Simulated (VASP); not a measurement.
# FeAu (R-3m) in VASP: further runs, part 2 of 2

VASP 6.6.1.

### 4 Single point, PBEsol, collinear spin, ferromagnetic start

This run uses another cell than the first one, of 14.49 Å³/atom.

INCAR reads:

```
  PREC = Accurate
  ENCUT = 520
  EDIFF = 1E-6
  ISMEAR = -1
  SIGMA = 0.05
  LREAL = False
  LASPH = True
  NELM = 150
  ALGO = Normal
  ISIF = 2
  LWAVE = False
  LCHARG = True
  ISPIN = 2
  MAGMOM = 0 3
  LORBIT = 11
  LMAXMIX = 4
  GGA = PS
  LELF = True
  LVHAR = True
  NBANDS = 20
```

KPOINTS reads:

```
regular mesh
0
Gamma
  8 8 8
```

POSCAR reads:

```
FeAu
1.0
    1.3774127109      0.7952495994      4.4108397366
   -1.3774127109      0.7952495994      4.4108397366
    0.0000000000     -1.5904991988      4.4108397366
Au Fe
1 1
Direct
    0.0000000000      0.0000000000      0.0000000000
    0.5000000000      0.5000000000      0.5000000000
```

Potentials or basis: VASP PAW PBE potentials, release 64 (Au, Fe).

The run is started by

```console
> cat potpaw_PBE.64/Au/POTCAR potpaw_PBE.64/Fe/POTCAR > POTCAR
> mpirun -np 1 vasp_std > vasp.out
```

OUTCAR:

```text
PREC = Accurate
   ENCUT = 520
   EDIFF = 1E-6
   ISMEAR = -1
   LREAL = False
   LASPH = True
   NELM = 150
   ISIF = 2
   ISPIN = 2
   LORBIT = 11
   GGA = PS

 ion  position               nearest neighbor table
   1  0.000  0.000  0.000-   2 2.72   2 2.72   2 2.72   2 2.72   2 2.72   2 2.72
   2  0.500  0.500  0.500-   1 2.72   1 2.72   1 2.72   1 2.72   1 2.72   1 2.72

  LATTYP: Found a trigonal (rhomboedric) cell.
 ALAT       =     4.6888372635
 COS(alpha) =     0.8274051437

  Lattice vectors:

 A1 = (   1.3774127109,   0.7952495994,   4.4108397366)
 A2 = (  -1.3774127109,   0.7952495994,   4.4108397366)
 A3 = (   0.0000000000,  -1.5904991988,   4.4108397366)

Analysis of symmetry for initial positions (statically):
=====================================================================
 Subroutine PRICEL returns:
 Original cell was already a primitive cell.

 Routine SETGRP: Setting up the symmetry group for a
 trigonal (rhombohedral) supercell.

[... 750 lines left out ...]
      5       4.6123      1.00000
      6       4.6123      1.00000
[... 541 lines left out ...]
     19      26.2726      0.00000
     20      27.4259      0.00000

 [... further k-points ...]

------------------------ aborting loop because EDIFF is reached ----------------------------------------

  FORCE on cell =-STRESS in cart. coord.  units (eV):
  Direction    XX          YY          ZZ          XY          YZ          ZX
  --------------------------------------------------------------------------------------
  -------------------------------------------------------------------------------------
  Total       -0.0414814     -0.0414814     -0.0303466      0.0000000      0.0000000      0.0000000
  in kB       -2.2925777     -2.2925777     -1.6771819      0.0000000      0.0000000      0.0000000
  external PRESSURE =      -2.0874458 kB  Pullay stress =       0.0000000 kB

 VOLUME and BASIS-vectors are now :
 -----------------------------------------------------------------------------
  energy-cutoff  :      520.00
  volume of cell :       28.99
      direct lattice vectors                 reciprocal lattice vectors
     1.377412711  0.795249599  4.410839737     0.362999409  0.209577807  0.075571400
    -1.377412711  0.795249599  4.410839737    -0.362999409  0.209577807  0.075571400
     0.000000000 -1.590499199  4.410839737     0.000000000 -0.419155613  0.075571400

 POSITION                                       TOTAL-FORCE (eV/Angst)
 -----------------------------------------------------------------------------------
      0.00000      0.00000      0.00000        -0.000000      0.000000      0.000000
      0.00000      0.00000      6.61626         0.000000      0.000000     -0.000000
 -----------------------------------------------------------------------------------
    total drift:                                0.000000     -0.000000      0.000000

  FREE ENERGIE OF THE ION-ELECTRON SYSTEM (eV)
  ---------------------------------------------------
  free  energy   TOTEN  =       -12.3176452904 eV

  energy  without entropy=      -12.2983305190  energy(sigma->0) =      -12.30798790

 total charge

# of ion       s       p       d       tot
------------------------------------------
    1        0.625   0.515   8.675   9.815
    2        0.394   0.389   6.153   6.935
--------------------------------------------------
tot          1.019   0.903  14.828  16.750

 magnetization (x)

# of ion       s       p       d       tot
------------------------------------------
    1       -0.019  -0.044   0.077   0.015
    2       -0.007  -0.017   2.756   2.731
--------------------------------------------------
tot         -0.026  -0.061   2.833   2.746
```

OSZICAR:

```text
N       E                     dE             d eps       ncg     rms          rms(c)
DAV:   1     0.105857449364E+03    0.10586E+03   -0.88774E+03  5352   0.107E+03
DAV:   2    -0.983268332161E+01   -0.11569E+03   -0.10425E+03  5336   0.230E+02
DAV:   3    -0.136936288769E+02   -0.38609E+01   -0.37769E+01  6056   0.491E+01
DAV:   4    -0.137344106263E+02   -0.40782E-01   -0.40760E-01  5860   0.435E+00
DAV:   5    -0.137353527620E+02   -0.94214E-03   -0.94210E-03  5920   0.734E-01    0.156E+01
DAV:   6    -0.129194999389E+02    0.81585E+00   -0.59977E+00  5796   0.386E+01    0.104E+01
DAV:   7    -0.126929813448E+02    0.22652E+00   -0.50315E+00  6588   0.434E+01    0.111E+01
DAV:   8    -0.123687222454E+02    0.32426E+00   -0.46236E-01  6760   0.991E+00    0.484E+00
DAV:   9    -0.123163972821E+02    0.52325E-01   -0.18727E-01  7520   0.632E+00    0.164E+00
DAV:  10    -0.123176252669E+02   -0.12280E-02   -0.84507E-03  6168   0.959E-01    0.522E-01
DAV:  11    -0.123176174742E+02    0.77927E-05   -0.59675E-03  6452   0.110E+00    0.116E-01
DAV:  12    -0.123176416620E+02   -0.24188E-04   -0.22553E-04  6096   0.146E-01    0.482E-02
DAV:  13    -0.123176438431E+02   -0.21811E-05   -0.78709E-06  7200   0.381E-02    0.248E-02
DAV:  14    -0.123176449922E+02   -0.11491E-05   -0.35418E-06  4716   0.253E-02    0.569E-03
DAV:  15    -0.123176452904E+02   -0.29819E-06   -0.56585E-07  2964   0.102E-02
   1 F= -.12317645E+02 E0= -.12307988E+02  d E =-.193148E-01  mag=     2.7300
```

stdout:

```text
POSCAR found type information on POSCAR AuFe
 POSCAR found :  2 types and       2 ions
 scaLAPACK will be used
 -----------------------------------------------------------------------------
|                                                                             |
|                                                                             |
|     You enforced a specific xc type in the INCAR file but a different       |
|     I HOPE YOU KNOW WHAT YOU ARE DOING!                                     |
|                                                                             |
 -----------------------------------------------------------------------------

 LDA part: xc-table for (Slater+PW92), standard interpolation
 POSCAR, INCAR and KPOINTS ok, starting setup
 FFT: planning ... GRIDC
 FFT: planning ... GRID_SOFT
 FFT: planning ... GRID
 WAVECAR not read
 entering main loop
```

Wall time 2.2 min (1 thread of Intel Xeon Platinum 8259CL at 2.50GHz (Skylake/Cascade Lake), shared host); peak memory 0.28 GiB.

Results:

```
Free energy                                           : -12.3176 eV
Pressure                                              : -0.2 GPa
Net moment                                            : 2.73 μB per cell
Site moments                                          : Au +0.01; Fe +2.73 μB
Valence electrons inside the program's atomic spheres : Au 9.81; Fe 6.93
```

Levels at points of the mesh, in eV from the Fermi level:
Spin up:
```
           k point  band 7  band 8  band 9  band 10  band 11  band 12  band 13  band 14  band 15  band 16
(0.00, 0.00, 0.00)   -3.25   -2.15   -2.15    -1.43    -1.43    -0.99     4.46    14.85    17.30    18.59
(0.50, 0.00, 0.00)   -2.89   -2.23   -1.98    -1.07     1.01     1.52     6.13     6.80    11.16    13.33
(0.50, 0.50, 0.00)   -1.52   -1.40   -1.17    -1.15    -1.02     1.14     3.80     7.57    10.91    11.28
(0.50, 0.50, 0.50)   -3.36   -3.09   -2.43    -2.43    -1.93    -1.93    11.39    13.41    15.40    19.80
```
Spin down:
| k point | band 5 | band 6 | band 7 | band 8 | band 9 | band 10 | band 11 | band 12 |
| --- | --- | --- | --- | --- | --- | --- | --- | --- |
| (0.00, 0.00, 0.00) | -3.53 | -3.53 | -1.42 | -0.87 | 0.27 | 0.27 | 1.27 | 1.27 |
| (0.50, 0.00, 0.00) | -2.88 | -1.96 | -1.78 | -0.79 | 0.55 | 1.62 | 1.72 | 2.78 |
| (0.50, 0.50, 0.00) | -1.96 | -1.19 | -1.11 | 0.09 | 1.22 | 1.26 | 1.28 | 1.73 |
| (0.50, 0.50, 0.50) | -5.17 | -3.32 | -3.32 | -0.94 | 0.04 | 0.04 | 0.97 | 0.97 |

Caveat: the PAW data sets were made with another functional, which shifts forces and pressure a little; spin-orbit coupling is left out, which moves the levels of the heavy elements.

### 5 Relaxation of cell and atoms, PBEsol, collinear spin, ferromagnetic start

INCAR reads:

```
SYSTEM = FeAu
ALGO     = Normal         ! electronic algorithm
EDIFF    = 1E-6           ! SCF threshold, eV
EDIFFG   = -0.01          ! ionic threshold
ENCUT    = 600            ! plane-wave cutoff, eV
GGA      = PS             ! functional
IBRION   = 2              ! ionic algorithm
ISIF     = 3              ! what is computed and relaxed
ISMEAR   = -1             ! smearing method
ISPIN    = 2              ! spin polarisation
LASPH    = .True.         ! aspherical terms in the spheres
LCHARG   = .False.        ! write CHGCAR
LMAXMIX  = 4              ! l up to which the mixer works
LORBIT   = 11             ! projections on sites
LREAL    = .False.        ! projectors in reciprocal space
LWAVE    = .False.        ! write WAVECAR
MAGMOM   = 0 3            ! initial moments
NELM     = 150            ! most SCF steps
NSW      = 60             ! ionic steps
PREC     = Accurate       ! precision mode
SIGMA    = 0.05           ! smearing width, eV
```

KPOINTS reads:

```
k-points
0
Gamma
  8 8 8
  0 0 0
```

POSCAR reads:

```
FeAu
1.0
    1.4117478522      0.8150730025      4.4694532999
   -1.4117478522      0.8150730025      4.4694532999
    0.0000000000     -1.6301460050      4.4694532999
Au Fe
1 1
Direct
    0.0000000000      0.0000000000      0.0000000000
    0.5000000000      0.5000000000      0.5000000000
```

The run is started by

```console
> cat potpaw_PBE.64/Au/POTCAR potpaw_PBE.64/Fe/POTCAR > POTCAR
> mpirun -np 1 vasp_std > vasp.out
```

It took 14 min on 1 thread of Intel Xeon Platinum 8259CL at 2.50GHz (Skylake/Cascade Lake), shared host; peak memory 0.34 GiB.

The run converged. Its results:

| Item | Value |
| --- | --- |
| Free energy | -12.3177 eV |
| Relaxed volume | 14.47 Å³/atom |
| Relaxed cell | a = 4.690 Å, b = 4.690 Å, c = 4.690 Å, α = 34.13°, β = 34.13°, γ = 34.13° |
| Space group after relaxing (to 0.1 Å) | R-3m (No. 166) |
| Energy gained by relaxing | 27.8 meV/atom |
| Ionic steps | 11 |
| Pressure after relaxing | 0.0 GPa |
| Net moment | 2.72 μB per cell |
| Site moments | Au +0.01; Fe +2.73 μB |
| Valence electrons inside the program's atomic spheres | Au 9.82; Fe 6.94 |

The path:
| step | energy change (eV) | largest force (eV/Å) | pressure (GPa) | volume (Å³) |
| --- | --- | --- | --- | --- |
| 1 | 0.0000 | 0.0000 | -8.82 | 30.86 |
| 2 | 0.0090 | 0.0000 | 12.47 | 27.22 |
| 3 | -0.0546 | 0.0000 | -0.08 | 29.01 |
| 4 | -0.0546 | 0.0000 | 0.03 | 28.97 |
| 5 | -0.0554 | 0.0000 | 0.08 | 28.95 |
| 6 | -0.0557 | 0.0000 | 0.11 | 28.93 |
| 7 | -0.0557 | 0.0000 | 0.12 | 28.93 |
| 8 | -0.0557 | 0.0000 | 0.14 | 28.93 |
| 9 | -0.0556 | 0.0000 | -0.17 | 28.99 |
| 10 | -0.0557 | 0.0000 | -0.08 | 28.95 |
| 11 | -0.0557 | 0.0000 | -0.02 | 28.94 |

Final structure:
```yaml
crystal:
  lattice:
    - [1.37611, 0.79450, 4.41210]
    - [-1.37611, 0.79450, 4.41210]
    - [0.00000, -1.58899, 4.41210]
  atoms:
    - { symbol: Au, position: [0.00000, 0.00000, 0.00000] }
    - { symbol: Fe, position: [0.50000, 0.50000, 0.50000] }
```

Levels at points of the mesh, in eV from the Fermi level:
Spin up:
```
           k point  band 7  band 8  band 9  band 10  band 11  band 12  band 13  band 14  band 15
(0.00, 0.00, 0.00)   -3.25   -2.14   -2.14    -1.43    -1.43    -1.01     4.46    14.85    17.31
(0.50, 0.00, 0.00)   -2.89   -2.22   -1.98    -1.06     1.02     1.53     6.14     6.80    11.16
(0.50, 0.50, 0.00)   -1.52   -1.40   -1.17    -1.14    -1.01     1.14     3.82     7.59    10.94
(0.50, 0.50, 0.50)   -3.37   -3.09   -2.43    -2.43    -1.92    -1.92    11.38    13.40    15.40
```
Spin down:
```csv
k point,band 6,band 7,band 8,band 9,band 10,band 11
"(0.00, 0.00, 0.00)",-3.53,-1.44,-0.89,0.27,0.27,1.28
"(0.50, 0.00, 0.00)",-1.95,-1.79,-0.80,0.55,1.63,1.73
"(0.50, 0.50, 0.00)",-1.20,-1.12,0.10,1.22,1.26,1.28
"(0.50, 0.50, 0.50)",-3.32,-3.32,-0.95,0.04,0.04,0.98
```

Caveat: the PAW data sets were made with another functional, which shifts forces and pressure a little; spin-orbit coupling is left out, which moves the levels of the heavy elements.

### 6 Overview

```csv
task,cell,k mesh,cutoff (eV),gap on the mesh (eV),pressure (GPa),moment (μB)
single point,"a = 4.757 Å, angles 34.5°, 2 atoms",10 × 10 × 10,520,none,-8.9,2.90
single point,"a = 4.757 Å, angles 34.5°, 2 atoms",12 × 12 × 12,520,none,-8.9,2.91
single point,"a = 4.689 Å, angles 34.2°, 2 atoms",8 × 8 × 8,520,none,-0.2,2.73
relaxation of cell and atoms,"relaxed from a = 4.757 Å, angles 34.5°, 2 atoms",8 × 8 × 8,600,none,0.0,2.72
```

Alike in all rows: level PBEsol; potentials or basis VASP PAW PBE potentials, release 64 (Au, Fe); spin collinear, ferromagnetic start; smearing fermi-dirac 0.05 eV.

Caveats: the PAW data sets were made with another functional, which shifts forces and pressure a little; spin-orbit coupling is left out, which moves the levels of the heavy elements; the cell stands under tension (at least some runs).

Total energies depend on the potentials used, so only differences within one code and one set of settings carry meaning.
